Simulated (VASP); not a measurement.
# MgO (I4/mmm) in VASP: single point with r2SCAN

Aim: the single point of MgO with r2SCAN.

Program: VASP 6.6.1. These are calculated values, not measurements. Logs are shortened: lines on timing, memory, paths and dates and some standing lists are left out, and cuts for length are marked.

**1. The cell of the first run**

The structure is tetragonal, space group I4/mmm (No. 139). The conventional cell has a = 2.973 Å, b = 2.973 Å, c = 4.677 Å, α = 90.00°, β = 90.00°, γ = 90.00°. Within 2.8 Å of Mg (site symmetry 4/mmm) lie 6 O at 2.10 to 2.34 Å. Within 2.8 Å of O (site symmetry 4/mmm) lie 6 Mg at 2.10 to 2.34 Å.

**2. Single point, r2SCAN (strain +0.1125 x Voigt [0, 1, 0, 0, 0, 0])**

POSCAR

```
MgO
1.0
    0.0000000000      2.3385959123      2.1021086852
    2.1021086852      0.0000000000      2.1021086852
    2.1021086852      2.3385959123      0.0000000000
Mg O
1 1
Direct
    0.0000000000      0.0000000000      0.0000000000
    0.5000000000      0.5000000000      0.5000000000
```

INCAR.step1

```
SYSTEM = MgO
PREC = Accurate
ENCUT = 920
ISMEAR = 0
SIGMA = 0.05
LREAL = .FALSE.
LASPH = .TRUE.
NELM = 120
NBANDS = 15
GGA = PE
ALGO = Normal
EDIFF = 1E-5
LWAVE = .TRUE.
LCHARG = .FALSE.
GGA_COMPAT = .FALSE.
```

INCAR.step2

```
SYSTEM = MgO
PREC = Accurate
ENCUT = 920
EDIFF = 1E-6
ISMEAR = 0
SIGMA = 0.05
LREAL = .FALSE.
LASPH = .TRUE.
NELM = 120
ALGO = Normal
ISIF = 2
LWAVE = .FALSE.
LCHARG = .TRUE.
METAGGA = R2SCAN
LMIXTAU = .TRUE.
LELF = .TRUE.
LVHAR = .TRUE.
NBANDS = 15
ISTART = 1
GGA_COMPAT = .FALSE.
```

KPOINTS

```
Automatic mesh
0
G
  10 10 10
  0 0 0
```

Potentials or basis: VASP PAW PBE potentials, release 64 (Mg_sv, O).

On the command line:

```console
$ cat potpaw_PBE.64/Mg_sv/POTCAR potpaw_PBE.64/O/POTCAR > POTCAR
$ cp INCAR.step1 INCAR
$ mpirun -np 1 vasp_std > vasp.out
$ cp INCAR.step2 INCAR
$ mpirun -np 1 vasp_std > vasp.out
```

OUTCAR:

```text
SYSTEM = MgO
   PREC = Accurate
   ENCUT = 920
   EDIFF = 1E-6
   ISMEAR = 0
   LREAL = .FALSE.
   LASPH = .TRUE.
   NELM = 120
   ISIF = 2
   METAGGA = R2SCAN
   ISTART = 1

 ion  position               nearest neighbor table
   1  0.000  0.000  0.000-   2 2.10   2 2.10   2 2.10   2 2.10
   2  0.500  0.500  0.500-   1 2.10   1 2.10   1 2.10   1 2.10

  LATTYP: Found a body centered tetragonal cell.
 ALAT       =     2.9728306122
 C/A-ratio  =     1.5733125882

  Lattice vectors:

 A1 = (   0.0000000000,  -2.3385959123,   2.1021086852)
 A2 = (   0.0000000000,  -2.3385959123,  -2.1021086852)
 A3 = (   2.1021086852,   2.3385959123,   0.0000000000)

Analysis of symmetry for initial positions (statically):
=====================================================================
 Subroutine PRICEL returns:
 Original cell was already a primitive cell.

 Routine SETGRP: Setting up the symmetry group for a
 body centered tetragonal supercell.

 Subroutine GETGRP returns: Found 16 space group operations
 (whereof 16 operations were pure point group operations)
 out of a pool of 16 trial point group operations.

The static configuration has the point symmetry D_4h.

Analysis of symmetry for dynamics (positions and initial velocities):
=====================================================================
 Subroutine PRICEL returns:
 Original cell was already a primitive cell.

 Routine SETGRP: Setting up the symmetry group for a
 body centered tetragonal supercell.

 Subroutine GETGRP returns: Found 16 space group operations
 (whereof 16 operations were pure point group operations)
 out of a pool of 16 trial point group operations.

The dynamic configuration has the point symmetry D_4h.

 Subroutine INISYM returns: Found 16 space group operations
 (whereof 16 operations are pure point group operations),
 and found     1 'primitive' translations

----------------------------------------------------------------------------------------

                                     Primitive cell

  volume of cell :      20.6679

  direct lattice vectors                    reciprocal lattice vectors
     0.000000000  2.338595912  2.102108685    -0.237856398  0.213803504  0.237856398
     2.102108685  0.000000000  2.102108685     0.237856398 -0.213803504  0.237856398
     2.102108685  2.338595912  0.000000000     0.237856398  0.213803504 -0.237856398

  length of vectors
     3.144501831  2.972830612  3.144501831     0.398576555  0.398576555  0.398576555

  position of ions in fractional coordinates (direct lattice)
     0.000000000  0.000000000  0.000000000
     0.500000000  0.500000000  0.500000000

  ion indices of the primitive-cell ions
   primitive index   ion index
                 1           1
                 2           2

----------------------------------------------------------------------------------------

 KPOINTS: Automatic mesh

Automatic generation of k-mesh.
 Grid dimensions read from file:
 generate k-points for:   10   10   10

 Generating k-lattice:

  Cartesian coordinates                     Fractional coordinates (reciprocal lattice)
    -0.023785640  0.021380350  0.023785640     0.100000000  0.000000000  0.000000000
     0.023785640 -0.021380350  0.023785640    -0.000000000  0.100000000 -0.000000000
     0.023785640  0.021380350 -0.023785640     0.000000000  0.000000000  0.100000000

  Length of vectors
     0.039857656  0.039857656  0.039857656

  Shift w.r.t. Gamma in fractional coordinates (k-lattice)
     0.000000000  0.000000000  0.000000000

 Subroutine IBZKPT returns following result:
 ===========================================

 Found    102 irreducible k-points:

 Following reciprocal coordinates:
            Coordinates               Weight
  0.000000  0.000000  0.000000      1.000000
  0.100000  0.000000 -0.000000      8.000000
  0.200000  0.000000 -0.000000      8.000000
  0.300000  0.000000  0.000000      8.000000
  0.400000  0.000000  0.000000      8.000000
  0.500000  0.000000 -0.000000      4.000000
[... 16 lines left out ...]
  0.300000  0.300000  0.000000      4.000000
  0.400000  0.300000 -0.000000     16.000000
 [... further k-points ...]
   k-points           NKPTS =    102   k-points in BZ     NKDIM =    102   number of bands    NBANDS=     15
   number of dos      NEDOS =    301   number of ions     NIONS =      2
   total plane-waves  NPLWV =  30720
   dimension x,y,z NGX =    32 NGY =   30 NGZ =   32
   dimension x,y,z NGXF=    64 NGYF=   60 NGZF=   64
   ions per type =               1   1
   NGX,Y,Z   is equivalent  to a cutoff of  16.92, 16.78, 16.92 a.u.
   NGXF,Y,Z  is equivalent  to a cutoff of  33.84, 33.55, 33.84 a.u.
 SYSTEM =  MgO
   PREC   = accura    normal or accurate (medium, high low for compatibility)
   ISTART =      1    job   : 0-new  1-cont  2-samecut
   ICHARG =      0    charge: 1-file 2-atom 10-const
   ISPIN  =      1    spin polarized calculation?
   LNONCOLLINEAR =      F non collinear calculations
   LSORBIT =      F    spin-orbit coupling
   LASPH  =      T    aspherical Exc in radial PAW
   ENCUT  =  920.0 eV  67.62 Ry    8.22 a.u.   7.78  7.35  7.78*2*pi/ulx,y,z
   NELM   =    120;   NELMIN=  2; NELMDL=  0     # of ELM steps
   EDIFF  = 0.1E-05   stopping-criterion for ELM
   LREAL  =      F    real-space projection
   EDIFFG = 0.1E-04   stopping-criterion for IOM
   NSW    =      0    number of steps for IOM
   IBRION =     -1    ionic relax: 0-MD 1-quasi-New 2-CG
   NFREE  =      0    steps in history (QN), initial steepest desc. (CG)
   ISIF   =      2    stress and relaxation
   ISYM   =      2    0-nonsym 1-usesym 2-fastsym
   POTIM  = 0.5000    time-step for ionic-motion
   TEBEG  =    0.0;   TEEND  =   0.0 temperature during run
   PSTRESS=    0.0 pullay stress
   NELECT =      16.0000    total number of electrons
   NUPDOWN=      -1.0000    fix difference up-down
   EMIN   =  10.00;   EMAX   =-10.00  energy-range for DOS
   EFERMI =   0.00;   METHOD = LEGACY
   ISMEAR =     0;   SIGMA  =   0.05  broadening in eV -4-tet -1-fermi 0-gaus
   EFERMI_NEDOS =   21; number of points for ismear=-14 and -15
   IALGO  =     38    algorithm
   IMIX   =      4    mixing-type and parameters
     AMIX     =   0.40;   BMIX     =  1.00
     AMIX_MAG =   1.60;   BMIX_MAG =  1.00
  volume/ion in A,a.u.               =      10.33        69.74
  Fermi-wavevector in a.u.,A,eV,Ry     =   1.503198  2.840633 30.743800  2.259606
  Thomas-Fermi vector in A             =   2.614340
   LORBIT       =      0    0 simple, 1 ext, 2 COOP (PROOUT), +10 PAW based schemes
   METAGGA = R2SCAN    functional components
   LHFCALC =     F    Hartree Fock is set to
   AEXX    =    0.0000 exact exchange contribution
   IVDW    =     0    specifies the selected vdW correction
   LEPSILON=     F    determine dielectric tensor
   LRPA    =     F    only Hartree local field effects (RPA)
 non-spin polarized calculation
 Gauss-broadening in eV      SIGMA  =   0.05
  energy-cutoff  :      920.00
  volume of cell :       20.67
 maximum number of plane-waves:      1340
   NGX = 15   NGY = 15   NGZ = 15

 number of electron      16.0000000 magnetization

 Free energy of the ion-electron system (eV)
  ---------------------------------------------------
  ext. energy  EPLUGINS =         0.00000000
  ---------------------------------------------------
  free energy    TOTEN  =       -16.01447241 eV

  energy without entropy =      -16.01447241  energy(sigma->0) =      -16.01447241

 E-fermi :   2.4367     XC(G=0): -11.4737

 val. band max:        1.9235464558   @ k =   0.0000   0.0000   0.0000
 cond. band min:       6.4576881961   @ k =   0.0000   0.0000   0.0000
 fundamental gap:      4.5341417403
 Fermi energy:         2.4366942830

 k-point     1 :       0.0000    0.0000    0.0000
  band No.  band energies     occupation
      1     -73.4792      2.00000
      2     -38.6226      2.00000
      3     -38.5478      2.00000
      4     -38.5473      2.00000
      5     -15.9113      2.00000
      6       1.7412      2.00000
      7       1.7413      2.00000
      8       1.9235      2.00000
      9       6.4577      0.00000
     10      17.4919      0.00000
     11      18.5678      0.00000
     12      18.5684      0.00000
     13      22.0445      0.00000
     14      22.1606      0.00000
     15      23.6444      0.00000

 k-point     2 :       0.1000    0.0000   -0.0000
  band No.  band energies     occupation
      1     -73.4787      2.00000
      2     -38.6243      2.00000
      3     -38.5522      2.00000
      4     -38.5479      2.00000
      5     -15.8223      2.00000
      6       1.1883      2.00000
      7       1.7001      2.00000
      8       1.8020      2.00000
      9       7.0691      0.00000
     10      16.8970      0.00000
     11      18.0275      0.00000
     12      18.8107      0.00000
     13      21.4527      0.00000
     14      23.5063      0.00000
     15      24.3051      0.00000

 k-point     3 :       0.2000    0.0000   -0.0000
  band No.  band energies     occupation
      1     -73.4774      2.00000
      2     -38.6292      2.00000
      3     -38.5645      2.00000
      4     -38.5480      2.00000
      5     -15.5801      2.00000
      6      -0.0082      2.00000
      7       1.5945      2.00000
      8       1.5971      2.00000
      9       8.2769      0.00000
     10      15.3551      0.00000
     11      18.1413      0.00000
     12      19.3837      0.00000
     13      21.1656      0.00000
     14      23.2406      0.00000
     15      24.1450      0.00000

 k-point     4 :       0.3000    0.0000    0.0000
  band No.  band energies     occupation
      1     -73.4758      2.00000
      2     -38.6366      2.00000
      3     -38.5784      2.00000
      4     -38.5482      2.00000
      5     -15.2597      2.00000
      6      -1.1931      2.00000
      7       1.3645      2.00000
      8       1.4683      2.00000
      9       9.3239      0.00000
     10      14.4549      0.00000
     11      17.9112      0.00000
     12      19.7394      0.00000
     13      21.9814      0.00000
     14      23.2371      0.00000
     15      23.7774      0.00000
[... 307 lines left out ...]
 k-point    22 :      -0.2000    0.2000    0.0000
  band No.  band energies     occupation
      1     -73.4754      2.00000
      2     -38.6389      2.00000
      3     -38.5660      2.00000
      4     -38.5635      2.00000
      5     -15.1925      2.00000
      6      -0.8733      2.00000
      7       0.5756      2.00000
      8       1.3706      2.00000
      9      10.1690      0.00000
     10      14.5099      0.00000
     11      16.7674      0.00000
     12      19.7100      0.00000
     13      20.4037      0.00000
     14      23.4615      0.00000
     15      27.5213      0.00000

 k-point    23 :       0.3000    0.3000    0.0000
  band No.  band energies     occupation
      1     -73.4741      2.00000
      2     -38.6314      2.00000
      3     -38.5833      2.00000
      4     -38.5680      2.00000
      5     -15.0408      2.00000
      6      -1.0632      2.00000
      7       0.6158      2.00000
      8       1.1559      2.00000
      9      10.6032      0.00000
     10      12.8208      0.00000
     11      17.0979      0.00000
     12      18.8326      0.00000
     13      20.1516      0.00000
     14      25.5085      0.00000
     15      28.9349      0.00000

 k-point    24 :       0.4000    0.3000   -0.0000
  band No.  band energies     occupation
      1     -73.4730      2.00000
      2     -38.6344      2.00000
      3     -38.5907      2.00000
      4     -38.5708      2.00000
      5     -14.8467      2.00000
      6      -1.4201      2.00000
      7       0.3872      2.00000
      8       0.9384      2.00000
      9      11.4047      0.00000
     10      12.4283      0.00000
     11      16.1491      0.00000
     12      19.0729      0.00000
     13      20.5849      0.00000
     14      26.2220      0.00000
     15      28.5942      0.00000

 [... further k-points ...]

------------------------ aborting loop because EDIFF is reached ----------------------------------------

  FORCE on cell =-STRESS in cart. coord.  units (eV):
  Direction    XX          YY          ZZ          XY          YZ          ZX
  --------------------------------------------------------------------------------------
  -------------------------------------------------------------------------------------
  Total       -1.0245921     -2.2745631     -1.0245921      0.0000000      0.0000000      0.0000000
  in kB      -79.4266191   -176.3246607    -79.4266191      0.0000000      0.0000000      0.0000000
  external PRESSURE =    -111.7259663 kB  Pullay stress =       0.0000000 kB

 VOLUME and BASIS-vectors are now :
 -----------------------------------------------------------------------------
  energy-cutoff  :      920.00
  volume of cell :       20.67
      direct lattice vectors                 reciprocal lattice vectors
     0.000000000  2.338595912  2.102108685    -0.237856398  0.213803504  0.237856398
     2.102108685  0.000000000  2.102108685     0.237856398 -0.213803504  0.237856398
     2.102108685  2.338595912  0.000000000     0.237856398  0.213803504 -0.237856398

 POSITION                                       TOTAL-FORCE (eV/Angst)
 -----------------------------------------------------------------------------------
      0.00000      0.00000      0.00000         0.000000     -0.000000      0.000000
      2.10211      2.33860      2.10211         0.000000      0.000000      0.000000
 -----------------------------------------------------------------------------------
    total drift:                                0.000000     -0.000000     -0.000000

  FREE ENERGIE OF THE ION-ELECTRON SYSTEM (eV)
  ---------------------------------------------------
  free  energy   TOTEN  =       -16.0144724133 eV

  energy  without entropy=      -16.0144724133  energy(sigma->0) =      -16.01447241
```

Wall time 1.9 min (1 thread of Intel Xeon Platinum 8488C (Sapphire Rapids), shared host); peak memory 0.22 GiB.

Results:

| Quantity | Value |
| --- | --- |
| Free energy | -16.0145 eV |
| Pressure | -11.2 GPa |
| Band gap on the k mesh | 4.53 eV |

Levels at points of the mesh, in eV from the valence-band top:
| k point | band 5 | band 6 | band 7 | band 8 | band 9 | band 10 | band 11 | band 12 |
| --- | --- | --- | --- | --- | --- | --- | --- | --- |
| (0.00, 0.00, 0.00) | -17.83 | -0.18 | -0.18 | 0.00 | 4.53 | 15.57 | 16.64 | 16.64 |
| (0.50, 0.00, 0.00) | -16.79 | -4.28 | -0.80 | -0.59 | 8.01 | 12.48 | 15.54 | 17.61 |
| (0.50, 0.50, 0.00) | -16.53 | -3.69 | -1.79 | -1.12 | 9.53 | 10.01 | 13.57 | 17.49 |
| (0.50, 0.00, 0.50) | -16.80 | -3.94 | -1.08 | -1.08 | 10.16 | 10.52 | 12.20 | 19.70 |

Caveat: the cell differs from its parent crystal (strain +0.1125 x Voigt [0, 1, 0, 0, 0, 0]); the stress differs along the axes, from -18 to -8 GPa; the PAW data sets were made with another functional, which shifts forces and pressure a little.
